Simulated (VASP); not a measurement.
MgS, 2 atoms in the cell. The structure is cubic, space group F-43m (No. 216). The conventional cell has a = 5.662 Å, b = 5.662 Å, c = 5.662 Å, α = 90.00°, β = 90.00°, γ = 90.00°. Mg (site symmetry -43m) has 4 S at 2.45 Å within 3.2 Å. S (site symmetry -43m) has 4 Mg at 2.45 Å within 3.2 Å. 

- Program: VASP 6.6.1
- Task: single point
- Functional: PBE
- Potentials or basis: VASP PAW PBE potentials, release 64 (Mg, S)
- Cutoff: 520 eV
- k mesh: 6 × 6 × 6
- Occupations: gaussian, width 0.01 eV
- Spin: no spin polarisation
- Dipole correction: no
- Further INCAR settings: ALGO = Normal; EDIFF = 1e-07; NBANDS = 11

Potentials or basis: VASP PAW PBE potentials, release 64 (Mg, S).

Run with:

```sh
$ cat potpaw_PBE.64/Mg/POTCAR potpaw_PBE.64/S/POTCAR > POTCAR
$ mpirun -np 1 vasp_std > vasp.out
```

Hardware: 1 thread of AMD EPYC 7R13 (shared host).

Question: How long does it take, and how much memory?

Answer: It took 24 s on 1 thread of AMD EPYC 7R13 (shared host), peak memory 0.13 GiB. Counts: scf iterations 13, k points 16.
